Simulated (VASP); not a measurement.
Wanted: the native input for a VASP 6.6.1 run.

* Task: single point
* Functional: r2SCAN
* Potentials or basis: VASP PAW PBE potentials, release 64 (Pb_d, O)
* Cutoff: 520 eV
* k mesh: 6 × 6 × 4
* Occupations: gaussian, width 0.05 eV
* Spin: no spin polarisation
* Dipole correction: no
* Further INCAR settings: ALGO = Normal; EDIFF = 1e-07; NBANDS = 28

Crystal: PbO.

```
CELL_PARAMETERS angstrom
3.99470 0.00000 0.00000
0.00000 3.99470 0.00000
0.00000 0.00000 5.37087
ATOMIC_POSITIONS crystal
Pb 0.50000 0.00000 0.22067
Pb 0.00000 0.50000 0.77933
O 0.00000 0.00000 0.00000
O 0.50000 0.50000 0.00000
```

The input as run:

POSCAR

```
PbO
1.0
    3.9947022462      0.0000000000      0.0000000000
    0.0000000000      3.9947022462      0.0000000000
    0.0000000000      0.0000000000      5.3708720033
Pb O
2 2
Direct
    0.5000000000      0.0000000000      0.2206659261
    0.0000000000      0.5000000000      0.7793340739
    0.0000000000      0.0000000000      0.0000000000
    0.5000000000      0.5000000000      0.0000000000
```

INCAR.step1

```
SYSTEM = PbO
PREC = Accurate
ENCUT = 520
ISMEAR = 0
SIGMA = 0.05
LREAL = .FALSE.
LASPH = .TRUE.
NELM = 60
NBANDS = 28
GGA = PE
ALGO = Normal
EDIFF = 1E-4
LWAVE = .TRUE.
LCHARG = .FALSE.
```

INCAR.step2

```
SYSTEM = PbO
PREC = Accurate
ENCUT = 520
EDIFF = 1E-7
ISMEAR = 0
SIGMA = 0.05
LREAL = .FALSE.
LASPH = .TRUE.
NELM = 60
ALGO = Normal
ISIF = 2
LWAVE = .FALSE.
LCHARG = .TRUE.
METAGGA = R2SCAN
LMIXTAU = .TRUE.
LELF = .TRUE.
LVHAR = .TRUE.
NBANDS = 28
ISTART = 1
```

KPOINTS

```
regular mesh
0
G
  6 6 4
  0 0 0
```

Potentials or basis: VASP PAW PBE potentials, release 64 (Pb_d, O).

Run with:

```bash
$ cat potpaw_PBE.64/Pb_d/POTCAR potpaw_PBE.64/O/POTCAR > POTCAR
$ cp INCAR.step1 INCAR
$ mpirun -np 1 vasp_std > vasp.out
$ cp INCAR.step2 INCAR
$ mpirun -np 1 vasp_std > vasp.out
```

It gave:

```yaml
Pressure: 0.2 GPa
Largest_force: 0.122 eV/Å
Band_gap_on_the_k_mesh: 1.90 eV (least direct gap 2.47 eV)
```

Caveat: the PAW data sets were made with another functional, which shifts forces and pressure a little; spin-orbit coupling is left out, which moves the levels of the heavy elements.

Wall time 4.6 min on 1 thread of Intel(R) Xeon(R) 6975P-C (Granite Rapids), with other jobs on the host, peak memory 0.22 GiB.
